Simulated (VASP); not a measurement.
# SiO2 (I4/mmm) in VASP: settings compared

The runs below take SiO2 through single point, with PBE, PBE+D4.

Everything below comes from runs of VASP 6.6.1. Logs are shortened: lines on timing, memory, paths and dates and some standing lists are left out, and cuts for length are marked.

## 1. The cell of the first run

Symmetry: I4/mmm, No. 139, tetragonal system. The conventional cell has a = 9.062 Å, b = 9.062 Å, c = 5.292 Å, α = 90.00°, β = 90.00°, γ = 90.00°. Within 2.2 Å of Si (site symmetry m2m) lie 4 O at 1.62 to 1.63 Å. O (site symmetry m2m) has 2 Si at 1.63 Å within 2.2 Å. Within 2.2 Å of O (site symmetry 2/m) lie 2 Si at 1.62 Å.

## 2. Single point, PBE

File INCAR:

```
SYSTEM = SiO2
PREC = Accurate
ENCUT = 520
EDIFF = 1E-6
ISMEAR = -1
SIGMA = 0.05
LREAL = .False.
LASPH = .True.
NELM = 80
ALGO = Normal
ISIF = 2
LWAVE = .False.
LCHARG = .False.
GGA = PE
NBANDS = 44
```

File KPOINTS:

```
regular mesh
0
Gamma
  6 6 6
  0 0 0
```

File POSCAR:

```
SiO2
1.0
   -4.5308899071      4.5308899071      2.6461396907
    4.5308899071     -4.5308899071      2.6461396907
    4.5308899071      4.5308899071     -2.6461396907
Si O
4 8
Direct
    0.8231114200      0.8231114200      0.6462228400
    0.1768885800      0.8231114200      0.0000000000
    0.8231114200      0.1768885800      0.0000000000
    0.1768885800      0.1768885800      0.3537771600
    0.0000000000      0.7914513400      0.7914513400
    0.2085486600      0.0000000000      0.2085486600
    0.7914513400      0.0000000000      0.7914513400
    0.0000000000      0.2085486600      0.2085486600
    0.0000000000      0.0000000000      0.5000000000
    0.5000000000      0.0000000000      0.0000000000
    0.0000000000      0.5000000000      0.0000000000
    0.5000000000      0.5000000000      0.5000000000
```

Potentials or basis: VASP PAW PBE potentials, release 64 (Si, O).

The run is started by

```bash
cat potpaw_PBE.64/Si/POTCAR potpaw_PBE.64/O/POTCAR > POTCAR
mpirun -np 1 vasp_std > vasp.out
```

OUTCAR:

```text
SYSTEM = SiO2
   PREC = Accurate
   ENCUT = 520
   EDIFF = 1E-6
   ISMEAR = -1
   LREAL = .False.
   LASPH = .True.
   NELM = 80
   ISIF = 2
   GGA = PE

 ion  position               nearest neighbor table
   1  0.823  0.823  0.646-   9 1.62  12 1.62   5 1.63   7 1.63
   2  0.177  0.823  0.000-  10 1.62  11 1.62   5 1.63   6 1.63
   3  0.823  0.177  0.000-  11 1.62  10 1.62   7 1.63   8 1.63
   4  0.177  0.177  0.354-  12 1.62   9 1.62   6 1.63   8 1.63
   5  0.000  0.791  0.791-   1 1.63   2 1.63
   6  0.209  0.000  0.209-   2 1.63   4 1.63
   7  0.791  0.000  0.791-   1 1.63   3 1.63
   8  0.000  0.209  0.209-   3 1.63   4 1.63
   9  0.000  0.000  0.500-   1 1.62   4 1.62
  10  0.500  0.000  0.000-   2 1.62   3 1.62
  11  0.000  0.500  0.000-   3 1.62   2 1.62
  12  0.500  0.500  0.500-   4 1.62   1 1.62

  LATTYP: Found a body centered tetragonal cell.
 ALAT       =     9.0617798142
 C/A-ratio  =     0.5840220674

  Lattice vectors:

 A1 = (  -4.5308899071,   4.5308899071,   2.6461396907)
 A2 = (   4.5308899071,  -4.5308899071,   2.6461396907)
 A3 = (   4.5308899071,   4.5308899071,  -2.6461396907)

Analysis of symmetry for initial positions (statically):
=====================================================================
 Subroutine PRICEL returns:
 Original cell was already a primitive cell.

 Routine SETGRP: Setting up the symmetry group for a
 body centered tetragonal supercell.

 Subroutine GETGRP returns: Found 16 space group operations
 (whereof 16 operations were pure point group operations)
 out of a pool of 16 trial point group operations.

The static configuration has the point symmetry D_4h.

Analysis of symmetry for dynamics (positions and initial velocities):
=====================================================================
 Subroutine PRICEL returns:
 Original cell was already a primitive cell.

 Routine SETGRP: Setting up the symmetry group for a
 body centered tetragonal supercell.

 Subroutine GETGRP returns: Found 16 space group operations
 (whereof 16 operations were pure point group operations)
 out of a pool of 16 trial point group operations.

The dynamic configuration has the point symmetry D_4h.

 Subroutine INISYM returns: Found 16 space group operations
 (whereof 16 operations are pure point group operations),
 and found     1 'primitive' translations

----------------------------------------------------------------------------------------

                                     Primitive cell

  volume of cell :     217.2900

  direct lattice vectors                    reciprocal lattice vectors
    -4.530889907  4.530889907  2.646139691     0.000000000  0.110353597  0.188954499
     4.530889907 -4.530889907  2.646139691     0.110353597  0.000000000  0.188954499
     4.530889907  4.530889907 -2.646139691     0.110353597  0.110353597  0.000000000

  length of vectors
     6.932530704  6.932530704  6.932530704     0.218818919  0.218818919  0.156063554

  position of ions in fractional coordinates (direct lattice)
     0.823111420  0.823111420  0.646222840
     0.176888580  0.823111420  0.000000000
     0.823111420  0.176888580  0.000000000
     0.176888580  0.176888580  0.353777160
     0.000000000  0.791451340  0.791451340
     0.208548660  0.000000000  0.208548660
     0.791451340  0.000000000  0.791451340
     0.000000000  0.208548660  0.208548660
     1.000000000  1.000000000  0.500000000
     0.500000000  0.000000000  0.000000000
     0.000000000  0.500000000  0.000000000
     0.500000000  0.500000000  0.500000000

  ion indices of the primitive-cell ions
   primitive index   ion index
                 1           1
                 2           2
                 3           3
                 4           4
                 5           5
                 6           6
                 7           7
                 8           8
                 9           9
                10          10
                11          11
                12          12

----------------------------------------------------------------------------------------

 KPOINTS: regular mesh

Automatic generation of k-mesh.
 Grid dimensions read from file:
 generate k-points for:    6    6    6

 Generating k-lattice:

  Cartesian coordinates                     Fractional coordinates (reciprocal lattice)
     0.000000000  0.018392266  0.031492417     0.166666667  0.000000000 -0.000000000
     0.018392266  0.000000000  0.031492417     0.000000000  0.166666667 -0.000000000
     0.018392266  0.018392266  0.000000000     0.000000000  0.000000000  0.166666667

  Length of vectors
     0.036469820  0.036469820  0.026010592

  Shift w.r.t. Gamma in fractional coordinates (k-lattice)
     0.000000000  0.000000000  0.000000000

 Subroutine IBZKPT returns following result:
 ===========================================

 Found     30 irreducible k-points:

 Following reciprocal coordinates:
            Coordinates               Weight
  0.000000  0.000000  0.000000      1.000000
  0.166667  0.000000 -0.000000      8.000000
  0.333333  0.000000 -0.000000      8.000000
  0.500000  0.000000 -0.000000      4.000000
  0.166667  0.166667 -0.000000      8.000000
  0.333333  0.166667 -0.000000     16.000000
[... 16 lines left out ...]
 -0.333333 -0.333333  0.166667      8.000000
 -0.166667 -0.333333  0.166667      8.000000
 [... further k-points ...]
   k-points           NKPTS =     30   k-points in BZ     NKDIM =     30   number of bands    NBANDS=     44
   number of dos      NEDOS =    301   number of ions     NIONS =     12
   total plane-waves  NPLWV = 157464
   dimension x,y,z NGX =    54 NGY =   54 NGZ =   54
   dimension x,y,z NGXF=   108 NGYF=  108 NGZF=  108
   ions per type =               4   8
   NGX,Y,Z   is equivalent  to a cutoff of  12.95, 12.95, 12.95 a.u.
   NGXF,Y,Z  is equivalent  to a cutoff of  25.90, 25.90, 25.90 a.u.
 SYSTEM =  SiO2
   PREC   = accura    normal or accurate (medium, high low for compatibility)
   ISTART =      0    job   : 0-new  1-cont  2-samecut
   ICHARG =      2    charge: 1-file 2-atom 10-const
   ISPIN  =      1    spin polarized calculation?
   LNONCOLLINEAR =      F non collinear calculations
   LSORBIT =      F    spin-orbit coupling
   LASPH  =      T    aspherical Exc in radial PAW
   ENCUT  =  520.0 eV  38.22 Ry    6.18 a.u.  12.89 12.89 12.89*2*pi/ulx,y,z
   NELM   =     80;   NELMIN=  2; NELMDL= -5     # of ELM steps
   EDIFF  = 0.1E-05   stopping-criterion for ELM
   LREAL  =      F    real-space projection
   EDIFFG = 0.1E-04   stopping-criterion for IOM
   NSW    =      0    number of steps for IOM
   IBRION =     -1    ionic relax: 0-MD 1-quasi-New 2-CG
   NFREE  =      0    steps in history (QN), initial steepest desc. (CG)
   ISIF   =      2    stress and relaxation
   ISYM   =      2    0-nonsym 1-usesym 2-fastsym
   POTIM  = 0.5000    time-step for ionic-motion
   TEBEG  =    0.0;   TEEND  =   0.0 temperature during run
   PSTRESS=    0.0 pullay stress
   NELECT =      64.0000    total number of electrons
   NUPDOWN=      -1.0000    fix difference up-down
   EMIN   =  10.00;   EMAX   =-10.00  energy-range for DOS
   EFERMI =   0.00;   METHOD = LEGACY
   ISMEAR =    -1;   SIGMA  =   0.05  broadening in eV -4-tet -1-fermi 0-gaus
   EFERMI_NEDOS =   21; number of points for ismear=-14 and -15
   IALGO  =     38    algorithm
   IMIX   =      4    mixing-type and parameters
     AMIX     =   0.40;   BMIX     =  1.00
     AMIX_MAG =   1.60;   BMIX_MAG =  1.00
  volume/ion in A,a.u.               =      18.11       122.20
  Fermi-wavevector in a.u.,A,eV,Ry     =   1.089235  2.058356 16.142398  1.186433
  Thomas-Fermi vector in A             =   2.225434
   LORBIT       =      0    0 simple, 1 ext, 2 COOP (PROOUT), +10 PAW based schemes
   GGA     = PE    functional components
   LHFCALC =     F    Hartree Fock is set to
   AEXX    =    0.0000 exact exchange contribution
   IVDW    =     0    specifies the selected vdW correction
   LEPSILON=     F    determine dielectric tensor
   LRPA    =     F    only Hartree local field effects (RPA)
 non-spin polarized calculation
  energy-cutoff  :      520.00
  volume of cell :      217.29
 maximum number of plane-waves:      5872
 NGX is ok and might be reduce to    54
   NGX = 25   NGY = 25   NGZ = 25

 number of electron      64.0000013 magnetization

 Free energy of the ion-electron system (eV)
  ---------------------------------------------------
  ext. energy  EPLUGINS =         0.00000000
  ---------------------------------------------------
  free energy    TOTEN  =       -94.84652870 eV

  energy without entropy =      -94.84652870  energy(sigma->0) =      -94.84652870

 E-fermi :  -0.1610     XC(G=0):  -7.2074

 val. band max:       -1.2961936546   @ k =   0.5000   0.5000   0.5000
 cond. band min:       4.0037709778   @ k =   0.0000   0.0000   0.0000
 fundamental gap:      5.2999646324
 Fermi energy:        -0.1609564644

 k-point     1 :       0.0000    0.0000    0.0000
  band No.  band energies     occupation
      1     -20.5735      2.00000
      2     -19.7532      2.00000
      3     -19.2269      2.00000
      4     -19.2269      2.00000
      5     -18.6660      2.00000
      6     -18.6388      2.00000
[... 36 lines left out ...]
     43       9.5319      0.00000
     44       9.7727      0.00000

 k-point     2 :       0.1667    0.0000   -0.0000
  band No.  band energies     occupation
      1     -20.5082      2.00000
      2     -19.7492      2.00000
      3     -19.3241      2.00000
      4     -19.2304      2.00000
      5     -18.6646      2.00000
      6     -18.6416      2.00000
[... 36 lines left out ...]
     43       9.3047      0.00000
     44       9.3750      0.00000

 k-point     3 :       0.3333    0.0000   -0.0000
  band No.  band energies     occupation
      1     -20.3344      2.00000
      2     -19.7386      2.00000
      3     -19.5608      2.00000
      4     -19.2444      2.00000
      5     -18.6652      2.00000
      6     -18.6430      2.00000
[... 36 lines left out ...]
     43       9.1929      0.00000
     44       9.4410      0.00000

 k-point     4 :       0.5000    0.0000   -0.0000
  band No.  band energies     occupation
      1     -20.1898      2.00000
      2     -19.7360      2.00000
      3     -19.7317      2.00000
      4     -19.2549      2.00000
      5     -18.6670      2.00000
      6     -18.6417      2.00000
[... 882 lines left out ...]
     43       9.1682      0.00000
     44       9.6871      0.00000

 k-point    23 :      -0.3333   -0.3333    0.1667
  band No.  band energies     occupation
      1     -20.1160      2.00000
      2     -19.9611      2.00000
      3     -19.7927      2.00000
      4     -19.0003      2.00000
      5     -18.6641      2.00000
      6     -18.6345      2.00000
[... 36 lines left out ...]
     43       9.1629      0.00000
     44       9.5848      0.00000

 k-point    24 :      -0.1667   -0.3333    0.1667
  band No.  band energies     occupation
      1     -20.1908      2.00000
      2     -19.7342      2.00000
      3     -19.7331      2.00000
      4     -19.2514      2.00000
      5     -18.6699      2.00000
      6     -18.6396      2.00000
[... 36 lines left out ...]
     43       9.5016      0.00000
     44       9.6480      0.00000

 [... further k-points ...]

------------------------ aborting loop because EDIFF is reached ----------------------------------------

  FORCE on cell =-STRESS in cart. coord.  units (eV):
  Direction    XX          YY          ZZ          XY          YZ          ZX
  --------------------------------------------------------------------------------------
  -------------------------------------------------------------------------------------
  Total       -2.6025354     -2.6025354     -2.5367816      0.0000000      0.0000000      0.0000000
  in kB      -19.1896672    -19.1896672    -18.7048353      0.0000000      0.0000000      0.0000000
  external PRESSURE =     -19.0280566 kB  Pullay stress =       0.0000000 kB

 VOLUME and BASIS-vectors are now :
 -----------------------------------------------------------------------------
  energy-cutoff  :      520.00
  volume of cell :      217.29
      direct lattice vectors                 reciprocal lattice vectors
    -4.530889907  4.530889907  2.646139691     0.000000000  0.110353597  0.188954499
     4.530889907 -4.530889907  2.646139691     0.110353597  0.000000000  0.188954499
     4.530889907  4.530889907 -2.646139691     0.110353597  0.110353597  0.000000000

 POSITION                                       TOTAL-FORCE (eV/Angst)
 -----------------------------------------------------------------------------------
      2.92796      2.92796      2.64614         0.028358      0.028358     -0.000000
      2.92796     -2.92796      2.64614         0.028358     -0.028358      0.000000
     -2.92796      2.92796      2.64614        -0.028358      0.028358     -0.000000
      1.60293      1.60293      0.00000        -0.028358     -0.028358      0.000000
      7.17196      0.00000      0.00000         0.020434      0.000000     -0.000000
      0.00000      1.88982      0.00000        -0.000000     -0.020434     -0.000000
      0.00000      7.17196      0.00000        -0.000000      0.020434     -0.000000
      1.88982      0.00000      0.00000        -0.020434      0.000000     -0.000000
      2.26544      2.26544     -1.32307        -0.000000      0.000000     -0.000000
     -2.26544      2.26544      1.32307        -0.000000      0.000000     -0.000000
      2.26544     -2.26544      1.32307        -0.000000      0.000000     -0.000000
      2.26544      2.26544      1.32307        -0.000000      0.000000     -0.000000
 -----------------------------------------------------------------------------------
    total drift:                               -0.000000     -0.000000      0.000000

  FREE ENERGIE OF THE ION-ELECTRON SYSTEM (eV)
  ---------------------------------------------------
  free  energy   TOTEN  =       -94.8465287029 eV

  energy  without entropy=      -94.8465287028  energy(sigma->0) =      -94.84652870
```

Wall time 4.2 min (1 thread of AMD EPYC 9R45 (Zen 5), shared host); peak memory 0.47 GiB.

What came out:

```
Free energy            : -94.8465 eV
Pressure               : -1.9 GPa
Largest force          : 0.040 eV/Å
Band gap on the k mesh : 5.30 eV
```

Forces in eV/Å, atoms in the order of the input:
```
Si   0.028  0.028  0.000
Si   0.028 -0.028  0.000
Si  -0.028  0.028  0.000
Si  -0.028 -0.028  0.000
O    0.020  0.000  0.000
O    0.000 -0.020  0.000
O    0.000  0.020  0.000
O   -0.020  0.000  0.000
O    0.000  0.000  0.000
O    0.000  0.000  0.000
O    0.000  0.000  0.000
O    0.000  0.000  0.000
```

A k mesh can miss the band edges.

(Part 1 of 2 ends here.)
